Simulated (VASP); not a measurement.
# InSb3 (Fmmm) in VASP: single point with PBEsol+D3(BJ)

Aim: the single point of InSb3 with PBEsol+D3(BJ).

Everything below comes from runs of VASP 6.6.1. Logs are shortened: lines on timing, memory, paths and dates and some standing lists are left out, and cuts for length are marked.

## (1) The cell of the first run

The structure is orthorhombic, space group Fmmm (No. 69). The conventional cell has a = 7.251 Å, b = 7.324 Å, c = 7.397 Å, α = 90.00°, β = 90.00°, γ = 90.00°. Within 4.2 Å of In (site symmetry mmm) lie 14 Sb at 3.17 to 3.70 Å. Within 4.2 Å of Sb (site symmetry 222) lie 4 In at 3.17 Å and 10 Sb at 3.17 to 3.70 Å. Sb (site symmetry mmm) has 8 Sb at 3.17 Å and 6 In at 3.63 to 3.70 Å within 4.2 Å.

## (2) Single point, PBEsol+D3(BJ) (strain +0.0100 x Voigt [1, -1, 0, 0, 0, 0])

INCAR

```
PREC = Accurate
ENCUT = 520
EDIFF = 1E-6
ISMEAR = 0
SIGMA = 0.15
LREAL = F
LASPH = T
NELM = 80
ALGO = Fast
ISIF = 2
LWAVE = F
LCHARG = F
GGA = PS
IVDW = 12
NBANDS = 22
```

KPOINTS

```
regular mesh
0
Gamma
  12 12 12
```

POSCAR

```
InSb3
1.0
    0.0000000000      3.6254457379      3.6620664019
    3.6986870659      0.0000000000      3.6620664019
    3.6986870659      3.6254457379      0.0000000000
In Sb
1 3
Direct
    0.0000000000      0.0000000000      0.0000000000
    0.2500000000      0.2500000000      0.2500000000
    0.7500000000      0.7500000000      0.7500000000
    0.5000000000      0.5000000000      0.5000000000
```

Potentials or basis: VASP PAW PBE potentials, release 64 (In_d, Sb).

Command:

```sh
$ cat potpaw_PBE.64/In_d/POTCAR potpaw_PBE.64/Sb/POTCAR > POTCAR
$ mpirun -np 1 vasp_std > vasp.out
```

OUTCAR:

```text
PREC = Accurate
   ENCUT = 520
   EDIFF = 1E-6
   ISMEAR = 0
   LREAL = F
   LASPH = T
   NELM = 80
   ISIF = 2
   GGA = PS
   IVDW = 12
 IVDW          = 12

 ion  position               nearest neighbor table
   1  0.000  0.000  0.000-   3 3.17   3 3.17   3 3.17   2 3.17   3 3.17   2 3.17   2 3.17   2 3.17
                             4 3.63   4 3.63   4 3.66   4 3.66   4 3.70   4 3.70
   2  0.250  0.250  0.250-   1 3.17   1 3.17   1 3.17   1 3.17   4 3.17   4 3.17   4 3.17   4 3.17
                             3 3.63   3 3.63   3 3.66   3 3.66   3 3.70   3 3.70
   3  0.750  0.750  0.750-   4 3.17   4 3.17   4 3.17   1 3.17   4 3.17   1 3.17   1 3.17   1 3.17
                             2 3.63   2 3.63   2 3.66   2 3.66   2 3.70   2 3.70
   4  0.500  0.500  0.500-   2 3.17   2 3.17   2 3.17   2 3.17   3 3.17   3 3.17   3 3.17   3 3.17
                             1 3.63   1 3.63   1 3.66   1 3.66   1 3.70   1 3.70

  LATTYP: Found a face centered orthorhombic cell.
 ALAT       =     7.2508914758
 B/A-ratio  =     1.0101010101
 C/A-ratio  =     1.0202020202

  Lattice vectors:

 A1 = (  -3.6986870659,   0.0000000000,  -3.6620664019)
 A2 = (  -3.6986870659,   3.6254457379,   0.0000000000)
 A3 = (   0.0000000000,   3.6254457379,  -3.6620664019)

Analysis of symmetry for initial positions (statically):
=====================================================================
 Subroutine PRICEL returns:
 Original cell was already a primitive cell.

 Routine SETGRP: Setting up the symmetry group for a
 face centered orthorhombic supercell.

 Subroutine GETGRP returns: Found  8 space group operations
 (whereof  8 operations were pure point group operations)
 out of a pool of  8 trial point group operations.

The static configuration has the point symmetry D_2h.

Analysis of symmetry for dynamics (positions and initial velocities):
=====================================================================
 Subroutine PRICEL returns:
 Original cell was already a primitive cell.

 Routine SETGRP: Setting up the symmetry group for a
 face centered orthorhombic supercell.

 Subroutine GETGRP returns: Found  8 space group operations
 (whereof  8 operations were pure point group operations)
 out of a pool of  8 trial point group operations.

The dynamic configuration has the point symmetry D_2h.

 Subroutine INISYM returns: Found  8 space group operations
 (whereof  8 operations are pure point group operations),
 and found     1 'primitive' translations

----------------------------------------------------------------------------------------

                                     Primitive cell

  volume of cell :      98.2121

  direct lattice vectors                    reciprocal lattice vectors
     0.000000000  3.625445738  3.662066402    -0.135183104  0.137914076  0.136534936
     3.698687066  0.000000000  3.662066402     0.135183104 -0.137914076  0.136534936
     3.698687066  3.625445738  0.000000000     0.135183104  0.137914076 -0.136534936

  length of vectors
     5.153114314  5.204903106  5.179202913     0.236509097  0.236509097  0.236509097

  position of ions in fractional coordinates (direct lattice)
     0.000000000  0.000000000  0.000000000
     0.250000000  0.250000000  0.250000000
     0.750000000  0.750000000  0.750000000
     0.500000000  0.500000000  0.500000000

  ion indices of the primitive-cell ions
   primitive index   ion index
                 1           1
                 2           2
                 3           3
                 4           4

----------------------------------------------------------------------------------------

 KPOINTS: regular mesh

Automatic generation of k-mesh.
 Grid dimensions read from file:
 generate k-points for:   12   12   12

 Generating k-lattice:

  Cartesian coordinates                     Fractional coordinates (reciprocal lattice)
    -0.011265259  0.011492840  0.011377911     0.083333333 -0.000000000  0.000000000
     0.011265259 -0.011492840  0.011377911    -0.000000000  0.083333333  0.000000000
     0.011265259  0.011492840 -0.011377911     0.000000000  0.000000000  0.083333333

  Length of vectors
     0.019709091  0.019709091  0.019709091

  Shift w.r.t. Gamma in fractional coordinates (k-lattice)
     0.000000000  0.000000000  0.000000000

 Subroutine IBZKPT returns following result:
 ===========================================

 Found    280 irreducible k-points:

 Following reciprocal coordinates:
            Coordinates               Weight
  0.000000  0.000000  0.000000      1.000000
  0.083333 -0.000000 -0.000000      8.000000
  0.166667 -0.000000 -0.000000      8.000000
  0.250000 -0.000000 -0.000000      8.000000
  0.333333 -0.000000 -0.000000      8.000000
  0.416667 -0.000000 -0.000000      8.000000
[... 16 lines left out ...]
  0.500000  0.166667 -0.000000      8.000000
 -0.416667  0.166667  0.000000      8.000000
 [... further k-points ...]
   k-points           NKPTS =    280   k-points in BZ     NKDIM =    280   number of bands    NBANDS=     22
   number of dos      NEDOS =    301   number of ions     NIONS =      4
   total plane-waves  NPLWV =  64000
   dimension x,y,z NGX =    40 NGY =   40 NGZ =   40
   dimension x,y,z NGXF=    80 NGYF=   80 NGZF=   80
   ions per type =               1   3
   NGX,Y,Z   is equivalent  to a cutoff of  12.90, 12.78, 12.84 a.u.
   NGXF,Y,Z  is equivalent  to a cutoff of  25.81, 25.55, 25.68 a.u.
 SYSTEM =  unknown system
   PREC   = accura    normal or accurate (medium, high low for compatibility)
   ISTART =      0    job   : 0-new  1-cont  2-samecut
   ICHARG =      2    charge: 1-file 2-atom 10-const
   ISPIN  =      1    spin polarized calculation?
   LNONCOLLINEAR =      F non collinear calculations
   LSORBIT =      F    spin-orbit coupling
   LASPH  =      T    aspherical Exc in radial PAW
   ENCUT  =  520.0 eV  38.22 Ry    6.18 a.u.   9.58  9.68  9.63*2*pi/ulx,y,z
   NELM   =     80;   NELMIN=  2; NELMDL= -5     # of ELM steps
   EDIFF  = 0.1E-05   stopping-criterion for ELM
   LREAL  =      F    real-space projection
   EDIFFG = 0.1E-04   stopping-criterion for IOM
   NSW    =      0    number of steps for IOM
   IBRION =     -1    ionic relax: 0-MD 1-quasi-New 2-CG
   NFREE  =      0    steps in history (QN), initial steepest desc. (CG)
   ISIF   =      2    stress and relaxation
   ISYM   =      2    0-nonsym 1-usesym 2-fastsym
   POTIM  = 0.5000    time-step for ionic-motion
   TEBEG  =    0.0;   TEEND  =   0.0 temperature during run
   PSTRESS=    0.0 pullay stress
   NELECT =      28.0000    total number of electrons
   NUPDOWN=      -1.0000    fix difference up-down
   EMIN   =  10.00;   EMAX   =-10.00  energy-range for DOS
   EFERMI =   0.00;   METHOD = LEGACY
   ISMEAR =     0;   SIGMA  =   0.15  broadening in eV -4-tet -1-fermi 0-gaus
   EFERMI_NEDOS =   21; number of points for ismear=-14 and -15
   IALGO  =     68    algorithm
   IMIX   =      4    mixing-type and parameters
     AMIX     =   0.40;   BMIX     =  1.00
     AMIX_MAG =   1.60;   BMIX_MAG =  1.00
  volume/ion in A,a.u.               =      24.55       165.69
  Fermi-wavevector in a.u.,A,eV,Ry     =   1.077471  2.036126 15.795612  1.160945
  Thomas-Fermi vector in A             =   2.213384
   LORBIT       =      0    0 simple, 1 ext, 2 COOP (PROOUT), +10 PAW based schemes
   GGA     = PS    functional components
   LHFCALC =     F    Hartree Fock is set to
   AEXX    =    0.0000 exact exchange contribution
   IVDW    =    12    specifies the selected vdW correction
   LEPSILON=     F    determine dielectric tensor
   LRPA    =     F    only Hartree local field effects (RPA)
 non-spin polarized calculation
 RMM-DIIS sequential band-by-band and
 Gauss-broadening in eV      SIGMA  =   0.15
  energy-cutoff  :      520.00
  volume of cell :       98.21
 maximum number of plane-waves:      2689
 NGX is ok and might be reduce to    40
   NGX = 19   NGY = 19   NGZ = 19

 number of electron      28.0000003 magnetization

 Free energy of the ion-electron system (eV)
  ---------------------------------------------------
  ext. energy  EPLUGINS =         0.00000000
  ---------------------------------------------------
  free energy    TOTEN  =       -16.09458988 eV

  energy without entropy =      -16.07194955  energy(sigma->0) =      -16.08326972

 E-fermi :   9.1335     XC(G=0): -10.7311

 val. band max:        9.1317724951   @ k =   0.3333  -0.4167   0.1667
 cond. band min:       9.1352391429   @ k =   0.5000   0.0000   0.3333
 fundamental gap:      0.0034666478
 Fermi energy:         9.1334532615

 k-point     1 :       0.0000    0.0000    0.0000
  band No.  band energies     occupation
      1      -5.3200      2.00000
      2      -5.3193      2.00000
      3      -5.3186      2.00000
      4      -5.2742      2.00000
      5      -5.2711      2.00000
      6      -3.8503      2.00000
[... 14 lines left out ...]
     21      16.7726      0.00000
     22      16.8734      0.00000

 k-point     2 :       0.0833   -0.0000   -0.0000
  band No.  band energies     occupation
      1      -5.3210      2.00000
      2      -5.3189      2.00000
      3      -5.3181      2.00000
      4      -5.2745      2.00000
      5      -5.2713      2.00000
      6      -3.7929      2.00000
[... 14 lines left out ...]
     21      16.2305      0.00000
     22      16.6525      0.00000

 k-point     3 :       0.1667   -0.0000   -0.0000
  band No.  band energies     occupation
      1      -5.3257      2.00000
      2      -5.3171      2.00000
      3      -5.3163      2.00000
      4      -5.2752      2.00000
      5      -5.2718      2.00000
      6      -3.6208      2.00000
[... 14 lines left out ...]
     21      14.9928      0.00000
     22      16.1057      0.00000
[... 476 lines left out ...]
 k-point    23 :       0.5000    0.1667   -0.0000
  band No.  band energies     occupation
      1      -5.3432      2.00000
      2      -5.3158      2.00000
      3      -5.3072      2.00000
      4      -5.2818      2.00000
      5      -5.2728      2.00000
      6      -2.1307      2.00000
[... 14 lines left out ...]
     21      15.0307      0.00000
     22      16.2686      0.00000

 k-point    24 :      -0.4167    0.1667    0.0000
  band No.  band energies     occupation
      1      -5.3421      2.00000
      2      -5.3173      2.00000
      3      -5.3074      2.00000
      4      -5.2805      2.00000
      5      -5.2740      2.00000
      6      -2.0105      2.00000
[... 14 lines left out ...]
     21      14.9918      0.00000
     22      17.4321      0.00000

 [... further k-points ...]

------------------------ aborting loop because EDIFF is reached ----------------------------------------

 Edisp (eV)   -2.04520

 E8    (eV) :    -1.4210

  FORCE on cell =-STRESS in cart. coord.  units (eV):
  Direction    XX          YY          ZZ          XY          YZ          ZX
  --------------------------------------------------------------------------------------
  -------------------------------------------------------------------------------------
  Total       0.07886     0.27431     0.20379     0.00000    -0.00000     0.00000
  in kB       1.28655     4.47494     3.32445     0.00000    -0.00000     0.00000
  external pressure =        3.03 kB  Pullay stress =        0.00 kB

 VOLUME and BASIS-vectors are now :
 -----------------------------------------------------------------------------
  energy-cutoff  :      520.00
  volume of cell :       98.21
      direct lattice vectors                 reciprocal lattice vectors
     0.000000000  3.625445738  3.662066402    -0.135183104  0.137914076  0.136534936
     3.698687066  0.000000000  3.662066402     0.135183104 -0.137914076  0.136534936
     3.698687066  3.625445738  0.000000000     0.135183104  0.137914076 -0.136534936

 POSITION                                       TOTAL-FORCE (eV/Angst)
 -----------------------------------------------------------------------------------
      0.00000      0.00000      0.00000         0.000000     -0.000000     -0.000000
      1.84934      1.81272      1.83103         0.000000      0.000000     -0.000000
      5.54803      5.43817      5.49310        -0.000000      0.000000      0.000000
      3.69869      3.62545      3.66207         0.000000     -0.000000     -0.000000
 -----------------------------------------------------------------------------------
    total drift:                               -0.000000      0.000000      0.000000

  FREE ENERGIE OF THE ION-ELECTRON SYSTEM (eV)
  ---------------------------------------------------
  free  energy   TOTEN  =       -18.1397865894 eV

  energy  without entropy=      -18.1171462529  energy(sigma->0) =      -18.12846642
```

It took 11 min on 1 thread of Oxide Virtual Turin-like, shared host; peak memory 0.64 GiB.

Results:

```
Free energy                : -18.1398 eV
Pressure                   : 0.3 GPa
Band gap on the k mesh     : zero (bands 14 and 15 overlap by 3.38 eV)
Dispersion energy per atom : -0.511 eV
```

Caveat: the cell differs from its parent crystal (strain +0.0100 x Voigt [1, -1, 0, 0, 0, 0]); the PAW data sets were made with another functional, which shifts forces and pressure a little; spin-orbit coupling is left out, which moves the levels of the heavy elements.
